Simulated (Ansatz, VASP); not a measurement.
**Two plane-wave programs on Mo**

```
CELL_PARAMETERS angstrom
-1.63454 1.63454 1.63454
1.63454 -1.63454 1.63454
1.63454 1.63454 -1.63454
ATOMIC_POSITIONS crystal
Mo 0.00000 0.00000 0.00000
```

Alike in both runs: task single point; functional PBE; k mesh 22 × 22 × 22; occupations gaussian, width 0.15 eV; no spin polarisation.

```csv
,VASP,Ansatz
version,VASP 6.6.1,Ansatz 0.2.0
potentials or method,"VASP PAW PBE potentials, release 64 (Mo_sv), cutoff 520 eV","scalar-relativistic, plane waves, PAW"
valence electrons in the cell,14,14
```

|  | VASP | Ansatz | Ansatz less VASP |
| --- | --- | --- | --- |
| gap on the k mesh at the Fermi level (eV) | none | none | - |
| pressure (GPa) | -20.7 | -21.1 | -0.34 |

A gap of «none» marks a metal or a gap that the smearing closes.
